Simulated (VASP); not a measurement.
# CrO2 (C2/m) in VASP: single point with PBEsol

Aim: the single point of CrO2 with PBEsol.

All numbers are computed with VASP 6.6.1; they aren't measurements. Logs are shortened: lines on timing, memory, paths and dates and some standing lists are left out, and cuts for length are marked.

## Step 1: The cell of the first run

The structure is monoclinic, space group C2/m (No. 12). Conventional cell: a = 5.047 Å, b = 2.857 Å, c = 4.871 Å, α = 90.00°, β = 90.00°, γ = 90.00°. Within 2.5 Å of Cr (site symmetry 2/m) lie 6 O at 1.91 to 1.93 Å. Within 2.5 Å of O (site symmetry m) lie 3 Cr at 1.91 to 1.93 Å.

## Step 2: Single point, PBEsol, collinear spin, ferromagnetic start

The input, INCAR:

```
ALGO = Normal
EDIFF = 1E-7
ENCUT = 520
GGA = PS
ISIF = 2
ISMEAR = 0
ISPIN = 2
LASPH = True
LCHARG = False
LMAXMIX = 4
LORBIT = 11
LREAL = False
LWAVE = False
MAGMOM = 1.87 0 0
NBANDS = 23
NELM = 150
PREC = Accurate
SIGMA = 0.05
```

The input, KPOINTS:

```
k-points
0
Gamma
  12 12 6
```

The input, POSCAR:

```
CrO2
1.0
    2.8569239495      0.0000000000      0.0000000000
   -1.4284619747      2.5236520913      0.0000000000
    0.0000000000      0.0000000000      4.8711828256
Cr O
1 2
Direct
    0.0000000000      0.0000000000      0.0000000000
    0.3333333333      0.6666666667      0.1938880501
    0.6666666667      0.3333333333      0.8061119499
```

Potentials or basis: VASP PAW PBE potentials, release 64 (Cr_pv, O).

Started as:

```bash
cat potpaw_PBE.64/Cr_pv/POTCAR potpaw_PBE.64/O/POTCAR > POTCAR
mpirun -np 1 vasp_std > vasp.out
```

OUTCAR:

```text
EDIFF = 1E-7
   ENCUT = 520
   GGA = PS
   ISIF = 2
   ISMEAR = 0
   ISPIN = 2
   LASPH = True
   LORBIT = 11
   LREAL = False
   NELM = 150
   PREC = Accurate

 ion  position               nearest neighbor table
   1  0.000  0.000  0.000-   2 1.91   3 1.91   3 1.91   2 1.91   3 1.93   2 1.93
   2  0.333  0.667  0.194-   1 1.91   1 1.91   1 1.93
   3  0.667  0.333  0.806-   1 1.91   1 1.91   1 1.93

  LATTYP: Found a base centered orthorhombic cell.
 ALAT       =     2.8569239495
 B/A-ratio  =     1.7666918237
 C/A-ratio  =     1.7050446255

  Lattice vectors:

 A1 = (   1.4284619747,  -2.5236520913,   0.0000000000)
 A2 = (   1.4284619748,   2.5236520913,   0.0000000000)
 A3 = (   0.0000000000,   0.0000000000,   4.8711828256)

Analysis of symmetry for initial positions (statically):
=====================================================================
 Subroutine PRICEL returns:
 Original cell was already a primitive cell.

 Routine SETGRP: Setting up the symmetry group for a
 base centered orthorhombic supercell.

 Subroutine GETGRP returns: Found  4 space group operations
 (whereof  4 operations were pure point group operations)
 out of a pool of  8 trial point group operations.

The static configuration has the point symmetry C_2h.

Analysis of symmetry for dynamics (positions and initial velocities):
=====================================================================
 Subroutine PRICEL returns:
 Original cell was already a primitive cell.

 Routine SETGRP: Setting up the symmetry group for a
 base centered orthorhombic supercell.

 Subroutine GETGRP returns: Found  4 space group operations
 (whereof  4 operations were pure point group operations)
 out of a pool of  8 trial point group operations.

The dynamic configuration has the point symmetry C_2h.

Analysis of structural, dynamic, and magnetic symmetry:
=====================================================================
 Subroutine PRICEL returns:
 Original cell was already a primitive cell.

 Routine SETGRP: Setting up the symmetry group for a
 base centered orthorhombic supercell.

 Subroutine GETGRP returns: Found  4 space group operations
 (whereof  4 operations were pure point group operations)
 out of a pool of  8 trial point group operations.

The overall configuration has the point symmetry C_2h.

 Subroutine INISYM returns: Found  4 space group operations
 (whereof  4 operations are pure point group operations),
 and found     1 'primitive' translations

----------------------------------------------------------------------------------------

                                     Primitive cell

  volume of cell :      35.1207

  direct lattice vectors                    reciprocal lattice vectors
     2.856923950  0.000000000  0.000000000     0.350026818  0.198125566  0.000000000
    -1.428461975  2.523652091  0.000000000     0.000000000  0.396251133  0.000000000
     0.000000000  0.000000000  4.871182826     0.000000000  0.000000000  0.205288948

  length of vectors
     2.856923950  2.899883358  4.871182826     0.402209539  0.396251133  0.205288948

  position of ions in fractional coordinates (direct lattice)
     0.000000000  0.000000000  0.000000000
     0.333333333  0.666666667  0.193888050
     0.666666667  0.333333333  0.806111950

  ion indices of the primitive-cell ions
   primitive index   ion index
                 1           1
                 2           2
                 3           3

----------------------------------------------------------------------------------------

 KPOINTS: k-points

Automatic generation of k-mesh.
 Grid dimensions read from file:
 generate k-points for:   12   12    6

 Generating k-lattice:

  Cartesian coordinates                     Fractional coordinates (reciprocal lattice)
     0.029168902  0.016510464  0.000000000     0.083333333  0.000000000  0.000000000
     0.000000000  0.033020928  0.000000000     0.000000000  0.083333333  0.000000000
     0.000000000  0.000000000  0.034214825     0.000000000  0.000000000  0.166666667

  Length of vectors
     0.033517462  0.033020928  0.034214825

  Shift w.r.t. Gamma in fractional coordinates (k-lattice)
     0.000000000  0.000000000  0.000000000

 Subroutine IBZKPT returns following result:
 ===========================================

 Found    242 irreducible k-points:

 Following reciprocal coordinates:
            Coordinates               Weight
  0.000000  0.000000  0.000000      1.000000
  0.083333 -0.000000  0.000000      4.000000
  0.166667 -0.000000  0.000000      4.000000
  0.250000 -0.000000  0.000000      4.000000
  0.333333 -0.000000  0.000000      4.000000
  0.416667  0.000000  0.000000      4.000000
[... 16 lines left out ...]
  0.333333  0.166667  0.000000      4.000000
  0.416667  0.166667  0.000000      4.000000
 [... further k-points ...]
   k-points           NKPTS =    242   k-points in BZ     NKDIM =    242   number of bands    NBANDS=     23
   number of dos      NEDOS =    301   number of ions     NIONS =      3
   total plane-waves  NPLWV =  20736
   dimension x,y,z NGX =    24 NGY =   24 NGZ =   36
   dimension x,y,z NGXF=    48 NGYF=   48 NGZF=   72
   ions per type =               1   2
   NGX,Y,Z   is equivalent  to a cutoff of  13.97, 13.76, 12.29 a.u.
   NGXF,Y,Z  is equivalent  to a cutoff of  27.93, 27.52, 24.57 a.u.
 SYSTEM =  unknown system
   PREC   = accura    normal or accurate (medium, high low for compatibility)
   ISTART =      0    job   : 0-new  1-cont  2-samecut
   ICHARG =      2    charge: 1-file 2-atom 10-const
   ISPIN  =      2    spin polarized calculation?
   LNONCOLLINEAR =      F non collinear calculations
   LSORBIT =      F    spin-orbit coupling
   LASPH  =      T    aspherical Exc in radial PAW
   ENCUT  =  520.0 eV  38.22 Ry    6.18 a.u.   5.31  5.39  9.06*2*pi/ulx,y,z
   NELM   =    150;   NELMIN=  2; NELMDL= -5     # of ELM steps
   EDIFF  = 0.1E-06   stopping-criterion for ELM
   LREAL  =      F    real-space projection
   EDIFFG = 0.1E-05   stopping-criterion for IOM
   NSW    =      0    number of steps for IOM
   IBRION =     -1    ionic relax: 0-MD 1-quasi-New 2-CG
   NFREE  =      0    steps in history (QN), initial steepest desc. (CG)
   ISIF   =      2    stress and relaxation
   ISYM   =      2    0-nonsym 1-usesym 2-fastsym
   POTIM  = 0.5000    time-step for ionic-motion
   TEBEG  =    0.0;   TEEND  =   0.0 temperature during run
   PSTRESS=    0.0 pullay stress
   NELECT =      24.0000    total number of electrons
   NUPDOWN=      -1.0000    fix difference up-down
   EMIN   =  10.00;   EMAX   =-10.00  energy-range for DOS
   EFERMI =   0.00;   METHOD = LEGACY
   ISMEAR =     0;   SIGMA  =   0.05  broadening in eV -4-tet -1-fermi 0-gaus
   EFERMI_NEDOS =   21; number of points for ismear=-14 and -15
   IALGO  =     38    algorithm
   IMIX   =      4    mixing-type and parameters
     AMIX     =   0.40;   BMIX     =  1.00
     AMIX_MAG =   1.60;   BMIX_MAG =  1.00
  volume/ion in A,a.u.               =      11.71        79.00
  Fermi-wavevector in a.u.,A,eV,Ry     =   1.441975  2.724938 28.290482  2.079292
  Thomas-Fermi vector in A             =   2.560547
   LORBIT       =     11    0 simple, 1 ext, 2 COOP (PROOUT), +10 PAW based schemes
   GGA     = PS    functional components
   LHFCALC =     F    Hartree Fock is set to
   AEXX    =    0.0000 exact exchange contribution
   IVDW    =     0    specifies the selected vdW correction
   LEPSILON=     F    determine dielectric tensor
   LRPA    =     F    only Hartree local field effects (RPA)
 spin polarized calculation
 Gauss-broadening in eV      SIGMA  =   0.05
  energy-cutoff  :      520.00
  volume of cell :       35.12
 maximum number of plane-waves:       964
 NGX is ok and might be reduce to    24
   NGX = 11   NGY = 11   NGZ = 19

 number of electron      23.9999991 magnetization       1.9999983

 Free energy of the ion-electron system (eV)
  ---------------------------------------------------
  ext. energy  EPLUGINS =         0.00000000
  ---------------------------------------------------
  free energy    TOTEN  =       -25.95068330 eV

  energy without entropy =      -25.94886953  energy(sigma->0) =      -25.94977641

 E-fermi :   3.0921     XC(G=0): -10.5322

 val. band max:        3.0902252519   @ k =   0.5000  -0.0000   0.0000
 cond. band min:       3.0980638586   @ k =  -0.0833  -0.4167   0.1667
 fundamental gap:      0.0078386067
 Fermi energy:         3.0920658249

 spin component 1

 k-point     1 :       0.0000    0.0000    0.0000
  band No.  band energies     occupation
      1     -41.5470      1.00000
      2     -41.4554      1.00000
      3     -41.4422      1.00000
      4     -16.5240      1.00000
      5     -14.2927      1.00000
      6      -3.0623      1.00000
[... 15 lines left out ...]
     22      22.7739      0.00000
     23      23.1509      0.00000
[... 575 lines left out ...]
      1     -41.6971      1.00000
      2     -41.5449      1.00000
      3     -41.4942      1.00000
      4     -14.9631      1.00000
      5     -14.7244      1.00000
      6      -3.4074      1.00000
[... 15 lines left out ...]
     22      19.4215      0.00000
     23      19.9996      0.00000

 [... further k-points ...]

 spin component 2

 k-point     1 :       0.0000    0.0000    0.0000
  band No.  band energies     occupation
      1     -39.3607      1.00000
      2     -39.3264      1.00000
      3     -39.2642      1.00000
      4     -16.5143      1.00000
      5     -14.3428      1.00000
      6      -2.6341      1.00000
[... 15 lines left out ...]
     22      23.3774      0.00000
     23      23.5252      0.00000
[... 575 lines left out ...]
      1     -39.5949      1.00000
      2     -39.4057      1.00000
      3     -39.2761      1.00000
      4     -14.9876      1.00000
      5     -14.7499      1.00000
      6      -2.9856      1.00000
[... 15 lines left out ...]
     22      20.0845      0.00000
     23      20.3496      0.00000

 [... further k-points ...]
[... 5 lines left out ...]
  --------------------------------------------------------------------------------------
  -------------------------------------------------------------------------------------
  Total       -0.6432868     -1.3844819     -0.4447403     -0.0000000     -0.1000326     -0.0000000
  in kB      -29.3462500    -63.1590034    -20.2887121     -0.0000000     -4.5634128     -0.0000000
  external PRESSURE =     -37.5979885 kB  Pullay stress =       0.0000000 kB

 VOLUME and BASIS-vectors are now :
 -----------------------------------------------------------------------------
  energy-cutoff  :      520.00
  volume of cell :       35.12
      direct lattice vectors                 reciprocal lattice vectors
     2.856923950  0.000000000  0.000000000     0.350026818  0.198125566  0.000000000
    -1.428461975  2.523652091  0.000000000     0.000000000  0.396251133  0.000000000
     0.000000000  0.000000000  4.871182826     0.000000000  0.000000000  0.205288948

 POSITION                                       TOTAL-FORCE (eV/Angst)
 -----------------------------------------------------------------------------------
      0.00000      0.00000      0.00000         0.000000     -0.000000     -0.000000
     -0.00000      1.68243      0.94446        -0.000000     -0.051287     -0.210239
      1.42846      0.84122      3.92672         0.000000      0.051287      0.210239
 -----------------------------------------------------------------------------------
    total drift:                                0.000000     -0.000000      0.000000

  FREE ENERGIE OF THE ION-ELECTRON SYSTEM (eV)
  ---------------------------------------------------
  free  energy   TOTEN  =       -25.9506832986 eV

  energy  without entropy=      -25.9488695257  energy(sigma->0) =      -25.94977641

 total charge

# of ion       s       p       d       tot
------------------------------------------
    1        0.356   6.463   4.089  10.908
    2        1.576   3.409   0.000   4.985
    3        1.576   3.409   0.000   4.985
--------------------------------------------------
tot          3.507  13.280   4.089  20.877

 magnetization (x)

# of ion       s       p       d       tot
------------------------------------------
    1        0.024   0.020   2.012   2.056
    2       -0.000  -0.056   0.000  -0.056
    3       -0.000  -0.056   0.000  -0.056
--------------------------------------------------
tot          0.023  -0.092   2.012   1.943
```

Run time: 4.3 min. Hardware: 1 thread of AMD EPYC 9R45 (Zen 5), shared host; peak memory 0.35 GiB.

Results:

```yaml
Free_energy: -25.9507 eV
Pressure: -3.8 GPa
Largest_force: 0.216 eV/Å
Band_gap_on_the_k_mesh: zero (filled and empty bands overlap)
Net_moment: 2.00 μB per cell
Site_moments: Cr +2.06; O -0.06 μB
Valence_electrons_inside_the_program's_atomic_spheres: Cr 10.91; O 4.99
```

Forces on the atoms (eV/Å):
```
Cr   0.000  0.000  0.000
O    0.000 -0.051 -0.210
O    0.000  0.051  0.210
```

Stress tensor (GPa, compression positive):
```
-2.93  0.00  0.00
 0.00 -6.32 -0.46
 0.00 -0.46 -2.03
```

Levels at points of the mesh, in eV from the Fermi level:
Spin up:
```
           k point  band 9  band 10  band 11  band 12  band 13  band 14  band 15  band 16  band 17  band 18
(0.00, 0.00, 0.00)   -1.75    -1.65    -1.64    -1.34    -1.29     0.65     3.61     3.68     4.84     6.51
(0.50, 0.00, 0.00)   -3.95    -3.16    -2.51    -0.78    -0.57     0.00     2.99     3.51     4.84    11.08
(0.00, 0.50, 0.00)   -3.94    -3.01    -2.56    -0.70    -0.60    -0.08     2.88     3.53     4.84    11.22
(0.00, 0.00, 0.50)   -2.61    -1.75    -1.67    -1.35    -1.30     0.82     3.64     3.71     4.84     8.34
(0.50, 0.00, 0.50)   -3.81    -3.10    -2.10    -0.81    -0.57    -0.05     2.99     3.46     4.84    10.43
(0.00, 0.50, 0.50)   -3.79    -2.96    -2.14    -0.75    -0.60    -0.14     2.87     3.49     4.84    10.44
```
Spin down:
```
           k point  band 8  band 9  band 10  band 11  band 12  band 13  band 14  band 15
(0.00, 0.00, 0.00)   -5.31   -1.81    -1.73    -1.71     0.89     1.00     2.51     4.57
(0.50, 0.00, 0.00)   -4.51   -3.48    -3.14    -2.55     1.18     1.83     2.03     4.09
(0.00, 0.50, 0.00)   -4.46   -3.46    -3.01    -2.60     1.17     1.84     1.99     3.97
(0.00, 0.00, 0.50)   -5.13   -2.69    -1.81    -1.73     0.89     1.00     2.59     4.59
(0.50, 0.00, 0.50)   -4.55   -3.37    -3.09    -2.15     1.17     1.82     2.01     4.08
(0.00, 0.50, 0.50)   -4.50   -3.33    -2.96    -2.18     1.14     1.84     1.99     3.95
```

Caveat: the PAW data sets were made with another functional, which shifts forces and pressure a little; a cell with one magnetic atom can't hold antiferromagnetic order, which such compounds often take; semilocal functionals often make such compounds metallic where correlation or magnetic order opens a gap, which also shifts bond lengths. With open d or f shells a metallic result of PBEsol can be an artefact of self-interaction; +U or a hybrid may open a gap.
